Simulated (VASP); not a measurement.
# V (P6_3/mmc) in VASP: notebook

V is run at these levels: PBE; tasks: single point.

All numbers are computed with VASP 6.6.1; they aren't measurements. Logs are shortened: lines on timing, memory, paths and dates and some standing lists are left out, and cuts for length are marked.

**1. The cell of the first run**

Symmetry: P6_3/mmc, No. 194, hexagonal system. The conventional cell has a = 2.604 Å, b = 2.604 Å, c = 4.723 Å, α = 90.00°, β = 90.00°, γ = 120.00°. Within 3.4 Å of V (site symmetry -6m2) lie 12 V at 2.60 to 2.80 Å.

**2. Single point, PBE, collinear spin, ferromagnetic start**

INCAR

```
SYSTEM = V
PREC = Accurate
ENCUT = 520
EDIFF = 1E-7
ISMEAR = -1
SIGMA = 0.05
LREAL = .False.
LASPH = .True.
NELM = 150
ALGO = Normal
ISIF = 2
LWAVE = .False.
LCHARG = .False.
ISPIN = 2
MAGMOM = 1 1
LORBIT = 11
NUPDOWN = 2.0
LMAXMIX = 4
GGA = PE
NBANDS = 24
```

KPOINTS

```
Automatic mesh
0
Gamma
  10 10 5
  0 0 0
```

POSCAR

```
V
1.0
    2.6042941027      0.0000000000      0.0000000000
   -1.3021470513      2.2553848518      0.0000000000
    0.0000000000      0.0000000000      4.7233360000
V
2
Direct
    0.3333333333      0.6666666667      0.2500000000
    0.6666666667      0.3333333333      0.7500000000
```

Potentials or basis: VASP PAW PBE potentials, release 64 (V_sv).

Launch:

```sh
$ cat potpaw_PBE.64/V_sv/POTCAR > POTCAR
$ mpirun -np 1 vasp_std > vasp.out
```

OUTCAR:

```text
SYSTEM = V
   PREC = Accurate
   ENCUT = 520
   EDIFF = 1E-7
   ISMEAR = -1
   LREAL = .False.
   LASPH = .True.
   NELM = 150
   ISIF = 2
   ISPIN = 2
   LORBIT = 11
   NUPDOWN = 2.0
   GGA = PE

 ion  position               nearest neighbor table
   1  0.333  0.667  0.250-   2 2.80   2 2.80   2 2.80   2 2.80   2 2.80   2 2.80
   2  0.667  0.333  0.750-   1 2.80   1 2.80   1 2.80   1 2.80   1 2.80   1 2.80

  LATTYP: Found a hexagonal cell.
 ALAT       =     2.6042941027
 C/A-ratio  =     1.8136722712

  Lattice vectors:

 A1 = (   2.6042941027,   0.0000000000,   0.0000000000)
 A2 = (  -1.3021470513,   2.2553848518,   0.0000000000)
 A3 = (   0.0000000000,   0.0000000000,   4.7233360000)

Analysis of symmetry for initial positions (statically):
=====================================================================
 Subroutine PRICEL returns:
 Original cell was already a primitive cell.

 Routine SETGRP: Setting up the symmetry group for a
 hexagonal supercell.

 Subroutine GETGRP returns: Found 24 space group operations
 (whereof 12 operations were pure point group operations)
 out of a pool of 24 trial point group operations.

The static configuration has the point symmetry D_3d.
 The point group associated with its full space group is D_6h.

Analysis of symmetry for dynamics (positions and initial velocities):
=====================================================================
 Subroutine PRICEL returns:
 Original cell was already a primitive cell.

 Routine SETGRP: Setting up the symmetry group for a
 hexagonal supercell.

 Subroutine GETGRP returns: Found 24 space group operations
 (whereof 12 operations were pure point group operations)
 out of a pool of 24 trial point group operations.

The dynamic configuration has the point symmetry D_3d.
 The point group associated with its full space group is D_6h.

Analysis of structural, dynamic, and magnetic symmetry:
=====================================================================
 Subroutine PRICEL returns:
 Original cell was already a primitive cell.

 Routine SETGRP: Setting up the symmetry group for a
 hexagonal supercell.

 Subroutine GETGRP returns: Found 24 space group operations
 (whereof 12 operations were pure point group operations)
 out of a pool of 24 trial point group operations.

The overall configuration has the point symmetry D_3d.
 The point group associated with its full space group is D_6h.

 Subroutine INISYM returns: Found 24 space group operations
 (whereof 12 operations are pure point group operations),
 and found     1 'primitive' translations

----------------------------------------------------------------------------------------

                                     Primitive cell

  volume of cell :      27.7434

  direct lattice vectors                    reciprocal lattice vectors
     2.604294103  0.000000000  0.000000000     0.383981210  0.221691655  0.000000000
    -1.302147051  2.255384852  0.000000000     0.000000000  0.443383310  0.000000000
     0.000000000  0.000000000  4.723336000     0.000000000  0.000000000  0.211714771

  length of vectors
     2.604294103  2.604294103  4.723336000     0.443383310  0.443383310  0.211714771

  position of ions in fractional coordinates (direct lattice)
     0.333333333  0.666666667  0.250000000
     0.666666667  0.333333333  0.750000000

  ion indices of the primitive-cell ions
   primitive index   ion index
                 1           1
                 2           2

----------------------------------------------------------------------------------------

 KPOINTS: Automatic mesh

Automatic generation of k-mesh.
 Grid dimensions read from file:
 generate k-points for:   10   10    5

 Generating k-lattice:

  Cartesian coordinates                     Fractional coordinates (reciprocal lattice)
     0.038398121  0.022169165  0.000000000     0.100000000  0.000000000  0.000000000
     0.000000000  0.044338331  0.000000000     0.000000000  0.100000000  0.000000000
     0.000000000  0.000000000  0.042342954     0.000000000  0.000000000  0.200000000

  Length of vectors
     0.044338331  0.044338331  0.042342954

  Shift w.r.t. Gamma in fractional coordinates (k-lattice)
     0.000000000  0.000000000  0.000000000

 Subroutine IBZKPT returns following result:
 ===========================================

 Found     42 irreducible k-points:

 Following reciprocal coordinates:
            Coordinates               Weight
  0.000000  0.000000  0.000000      1.000000
  0.100000 -0.000000  0.000000      6.000000
  0.200000 -0.000000  0.000000      6.000000
  0.300000  0.000000  0.000000      6.000000
  0.400000 -0.000000  0.000000      6.000000
  0.500000  0.000000  0.000000      3.000000
[... 16 lines left out ...]
  0.300000  0.100000  0.200000     24.000000
  0.400000  0.100000  0.200000     24.000000
 [... further k-points ...]
   k-points           NKPTS =     42   k-points in BZ     NKDIM =     42   number of bands    NBANDS=     24
   number of dos      NEDOS =    301   number of ions     NIONS =      2
   total plane-waves  NPLWV =  14400
   dimension x,y,z NGX =    20 NGY =   20 NGZ =   36
   dimension x,y,z NGXF=    40 NGYF=   40 NGZF=   72
   ions per type =               2
   NGX,Y,Z   is equivalent  to a cutoff of  12.77, 12.77, 12.67 a.u.
   NGXF,Y,Z  is equivalent  to a cutoff of  25.53, 25.53, 25.34 a.u.
 SYSTEM =  V
   PREC   = accura    normal or accurate (medium, high low for compatibility)
   ISTART =      0    job   : 0-new  1-cont  2-samecut
   ICHARG =      2    charge: 1-file 2-atom 10-const
   ISPIN  =      2    spin polarized calculation?
   LNONCOLLINEAR =      F non collinear calculations
   LSORBIT =      F    spin-orbit coupling
   LASPH  =      T    aspherical Exc in radial PAW
   ENCUT  =  520.0 eV  38.22 Ry    6.18 a.u.   4.84  4.84  8.78*2*pi/ulx,y,z
   NELM   =    150;   NELMIN=  2; NELMDL= -5     # of ELM steps
   EDIFF  = 0.1E-06   stopping-criterion for ELM
   LREAL  =      F    real-space projection
   EDIFFG = 0.1E-05   stopping-criterion for IOM
   NSW    =      0    number of steps for IOM
   IBRION =     -1    ionic relax: 0-MD 1-quasi-New 2-CG
   NFREE  =      0    steps in history (QN), initial steepest desc. (CG)
   ISIF   =      2    stress and relaxation
   ISYM   =      2    0-nonsym 1-usesym 2-fastsym
   POTIM  = 0.5000    time-step for ionic-motion
   TEBEG  =    0.0;   TEEND  =   0.0 temperature during run
   PSTRESS=    0.0 pullay stress
   NELECT =      26.0000    total number of electrons
   NUPDOWN=       2.0000    fix difference up-down
   EMIN   =  10.00;   EMAX   =-10.00  energy-range for DOS
   EFERMI =   0.00;   METHOD = LEGACY
   ISMEAR =    -1;   SIGMA  =   0.05  broadening in eV -4-tet -1-fermi 0-gaus
   EFERMI_NEDOS =   21; number of points for ismear=-14 and -15
   IALGO  =     38    algorithm
   IMIX   =      4    mixing-type and parameters
     AMIX     =   0.40;   BMIX     =  1.00
     AMIX_MAG =   1.60;   BMIX_MAG =  1.00
  volume/ion in A,a.u.               =      13.87        93.61
  Fermi-wavevector in a.u.,A,eV,Ry     =   1.602062  3.027459 34.920768  2.566604
  Thomas-Fermi vector in A             =   2.698942
   LORBIT       =     11    0 simple, 1 ext, 2 COOP (PROOUT), +10 PAW based schemes
   GGA     = PE    functional components
   LHFCALC =     F    Hartree Fock is set to
   AEXX    =    0.0000 exact exchange contribution
   IVDW    =     0    specifies the selected vdW correction
   LEPSILON=     F    determine dielectric tensor
   LRPA    =     F    only Hartree local field effects (RPA)
 spin polarized calculation
  energy-cutoff  :      520.00
  volume of cell :       27.74
 maximum number of plane-waves:       762
 NGX is ok and might be reduce to    20
   NGX =  9   NGY =  9   NGZ = 17

 number of electron      26.0000014 magnetization       2.0000002

 Free energy of the ion-electron system (eV)
  ---------------------------------------------------
  ext. energy  EPLUGINS =         0.00000000
  ---------------------------------------------------
  free energy    TOTEN  =       -17.29617108 eV

  energy without entropy =      -17.27386460  energy(sigma->0) =      -17.28501784

 E-fermi :   9.5460     XC(G=0): -12.7129

 val. band max:        9.9902850565   @ k =   0.3000   0.2000   0.2000
 cond. band min:       9.5535184403   @ k =   0.1000  -0.0000   0.2000
 fundamental gap:     -0.4367666163
 Fermi energy:         9.9999856821

 spin component 1

 k-point     1 :       0.0000    0.0000    0.0000
  band No.  band energies     occupation
      1     -54.6583      1.00000
      2     -54.5516      1.00000
      3     -28.7850      1.00000
      4     -28.1559      1.00000
      5     -27.9733      1.00000
      6     -27.9733      1.00000
[... 16 lines left out ...]
     23      27.6284      0.00000
     24      29.7812      0.00000

 k-point     2 :       0.1000   -0.0000    0.0000
  band No.  band energies     occupation
      1     -54.6407      1.00000
      2     -54.5386      1.00000
      3     -28.7585      1.00000
      4     -28.1573      1.00000
      5     -28.0568      1.00000
      6     -28.0009      1.00000
[... 16 lines left out ...]
     23      27.5592      0.00000
     24      29.4098      0.00000

 k-point     3 :       0.2000   -0.0000    0.0000
  band No.  band energies     occupation
      1     -54.5938      1.00000
      2     -54.5051      1.00000
      3     -28.6856      1.00000
      4     -28.2751      1.00000
      5     -28.2164      1.00000
      6     -28.1644      1.00000
[... 16 lines left out ...]
     23      28.4706      0.00000
     24      28.5888      0.00000
[... 514 lines left out ...]
 k-point    23 :       0.3000    0.1000    0.2000
  band No.  band energies     occupation
      1     -54.4931      1.00000
      2     -54.4491      1.00000
      3     -28.6748      1.00000
      4     -28.6131      1.00000
      5     -28.4539      1.00000
      6     -28.2236      1.00000
[... 16 lines left out ...]
     23      23.9703      0.00000
     24      24.5428      0.00000

 k-point    24 :       0.4000    0.1000    0.2000
  band No.  band energies     occupation
      1     -54.4566      1.00000
      2     -54.4288      1.00000
      3     -28.8035      1.00000
      4     -28.7329      1.00000
      5     -28.4023      1.00000
      6     -28.2477      1.00000
[... 16 lines left out ...]
     23      23.0143      0.00000
     24      23.6239      0.00000

 [... further k-points ...]

 spin component 2

 k-point     1 :       0.0000    0.0000    0.0000
  band No.  band energies     occupation
      1     -53.8737      1.00000
      2     -53.7660      1.00000
      3     -28.0296      1.00000
      4     -27.3925      1.00000
      5     -27.1870      1.00000
      6     -27.1870      1.00000
[... 16 lines left out ...]
     23      28.1279      0.00000
     24      30.4522      0.00000

 k-point     2 :       0.1000   -0.0000    0.0000
  band No.  band energies     occupation
      1     -53.8561      1.00000
      2     -53.7531      1.00000
      3     -28.0027      1.00000
      4     -27.3940      1.00000
      5     -27.2706      1.00000
      6     -27.2142      1.00000
[... 16 lines left out ...]
     23      28.0862      0.00000
     24      30.0599      0.00000

 k-point     3 :       0.2000   -0.0000    0.0000
  band No.  band energies     occupation
      1     -53.8092      1.00000
      2     -53.7196      1.00000
      3     -27.9287      1.00000
      4     -27.4891      1.00000
      5     -27.4297      1.00000
      6     -27.4011      1.00000
[... 16 lines left out ...]
     23      28.8691      0.00000
     24      29.1195      0.00000
[... 514 lines left out ...]
 k-point    23 :       0.3000    0.1000    0.2000
  band No.  band energies     occupation
      1     -53.7083      1.00000
      2     -53.6639      1.00000
      3     -27.8939      1.00000
      4     -27.8293      1.00000
      5     -27.6881      1.00000
      6     -27.4574      1.00000
[... 16 lines left out ...]
     23      24.4672      0.00000
     24      25.1229      0.00000

 k-point    24 :       0.4000    0.1000    0.2000
  band No.  band energies     occupation
      1     -53.6718      1.00000
      2     -53.6437      1.00000
      3     -28.0197      1.00000
      4     -27.9475      1.00000
      5     -27.6395      1.00000
      6     -27.4821      1.00000
[... 16 lines left out ...]
     23      23.5287      0.00000
     24      24.2069      0.00000

 [... further k-points ...]
[... 5 lines left out ...]
  --------------------------------------------------------------------------------------
  -------------------------------------------------------------------------------------
  Total        1.0896584      1.0896584     -0.1057452      0.0000000      0.0000000     -0.0000000
  in kB       62.9276350     62.9276350     -6.1067724      0.0000000      0.0000000     -0.0000000
  external PRESSURE =      39.9161658 kB  Pullay stress =       0.0000000 kB

 VOLUME and BASIS-vectors are now :
 -----------------------------------------------------------------------------
  energy-cutoff  :      520.00
  volume of cell :       27.74
      direct lattice vectors                 reciprocal lattice vectors
     2.604294103  0.000000000  0.000000000     0.383981210  0.221691655  0.000000000
    -1.302147051  2.255384852  0.000000000     0.000000000  0.443383310  0.000000000
     0.000000000  0.000000000  4.723336000     0.000000000  0.000000000  0.211714771

 POSITION                                       TOTAL-FORCE (eV/Angst)
 -----------------------------------------------------------------------------------
     -0.00000      1.50359      1.18083         0.000000      0.000000      0.000000
      1.30215      0.75179      3.54250        -0.000000      0.000000      0.000000
 -----------------------------------------------------------------------------------
    total drift:                                0.000000     -0.000000      0.000000

  FREE ENERGIE OF THE ION-ELECTRON SYSTEM (eV)
  ---------------------------------------------------
  free  energy   TOTEN  =       -17.2961710775 eV

  energy  without entropy=      -17.2738645990  energy(sigma->0) =      -17.28501784

 total charge

# of ion       s       p       d       tot
------------------------------------------
    1        2.344   6.214   3.072  11.630
    2        2.344   6.214   3.072  11.630
--------------------------------------------------
tot          4.688  12.428   6.143  23.260

 magnetization (x)

# of ion       s       p       d       tot
------------------------------------------
    1        0.011   0.051   0.792   0.853
    2        0.011   0.051   0.792   0.853
--------------------------------------------------
tot          0.021   0.101   1.584   1.706
```

It took 69 s on 1 thread of AMD EPYC 7R13, shared host; peak memory 0.14 GiB.

What came out:

* Free energy: -17.2962 eV
* Pressure: 4.0 GPa
* Net moment: 2.00 μB per cell
* Site moments: V +0.85 μB
* Valence electrons inside the program's atomic spheres: V 11.63

Stress tensor (GPa, compression positive):
```
 6.29  0.00  0.00
 0.00  6.29  0.00
 0.00  0.00 -0.61
```

Caveat: the total moment is fixed, so each spin has its own Fermi level.

**3. Single point, PBE, collinear spin, ferromagnetic start**

INCAR

```
ALGO = Normal ; EDIFF = 1E-6
ENCUT = 520 ; GGA = PE
ISIF = 2 ; ISMEAR = -1
ISPIN = 2 ; LASPH = T
LCHARG = F ; LMAXMIX = 4
LORBIT = 11 ; LREAL = F
LWAVE = F ; MAGMOM = 1.5 1.5
NBANDS = 24 ; NELM = 150
NUPDOWN = 3.0 ; PREC = Accurate
SIGMA = 0.05
```

KPOINTS

```
k-points
0
Gamma
  10 10 5
```

POSCAR is that of step 2.

Potentials or basis: VASP PAW PBE potentials, release 64 (V_sv).

Launch:

```sh
$ cat potpaw_PBE.64/V_sv/POTCAR > POTCAR
$ mpirun -np 1 vasp_std > vasp.out
```

It took 62 s on 1 thread of AMD EPYC 7R13, shared host; peak memory 0.14 GiB.

Results (log left out):

```yaml
Free_energy: -16.9425 eV
Pressure: 9.1 GPa
Net_moment: 3.00 μB per cell
Site_moments: V +1.27 μB
Valence_electrons_inside_the_program's_atomic_spheres: V 11.64
```

Stress tensor (GPa, compression positive):
```
14.35  0.00  0.00
 0.00 14.35  0.00
 0.00  0.00 -1.29
```

Caveat: the total moment is fixed, so each spin has its own Fermi level.

**4. Single point, PBE, collinear spin, ferromagnetic start**

INCAR

```
SYSTEM = V
PREC     = Accurate       ! precision mode
ENCUT    = 520            ! plane-wave cutoff, eV
EDIFF    = 1E-7           ! SCF threshold, eV
ISMEAR   = -1             ! smearing method
SIGMA    = 0.05           ! smearing width, eV
LREAL    = .FALSE.        ! projectors in reciprocal space
LASPH    = .TRUE.         ! aspherical terms in the spheres
NELM     = 150            ! most SCF steps
ALGO     = Normal         ! electronic algorithm
ISIF     = 2              ! what is computed and relaxed
LWAVE    = .FALSE.        ! write WAVECAR
LCHARG   = .FALSE.        ! write CHGCAR
ISPIN    = 2              ! spin polarisation
MAGMOM   = 2 2            ! initial moments
LORBIT   = 11             ! projections on sites
NUPDOWN  = 4.0            ! fixed moment
LMAXMIX  = 4              ! l up to which the mixer works
GGA      = PE             ! functional
NBANDS   = 24             ! bands
```

KPOINTS

```
regular mesh
0
G
  10 10 5
  0 0 0
```

POSCAR is that of step 3.

Launch:

```sh
$ cat potpaw_PBE.64/V_sv/POTCAR > POTCAR
$ mpirun -np 1 vasp_std > vasp.out
```

Wall time 72 s (1 thread of AMD EPYC 7R13, shared host); peak memory 0.14 GiB.

The run converged. Its results:

```
Free energy                                           : -16.3934 eV
Pressure                                              : 16.3 GPa
Net moment                                            : 4.00 μB per cell
Site moments                                          : V +1.69 μB
Valence electrons inside the program's atomic spheres : V 11.65
```

Stress tensor (GPa, compression positive):
```
25.22  0.00  0.00
 0.00 25.22  0.00
 0.00  0.00 -1.53
```

Caveat: the total moment is fixed, so each spin has its own Fermi level.

**5. The runs side by side**

```tsv
fixed moment (μB)	pressure (GPa)	moment (μB)
2.0	4.0	2.00
3.0	9.1	3.00
4.0	16.3	4.00
```

Alike in all rows: task single point; level PBE; potentials or basis VASP PAW PBE potentials, release 64 (V_sv); spin collinear, ferromagnetic start; cell as given; k mesh 10 × 10 × 5; cutoff (eV) 520; smearing fermi-dirac 0.05 eV.

Caveats: the total moment is fixed, so each spin has its own Fermi level.

Absolute energies hang on the potentials; compare differences alone.
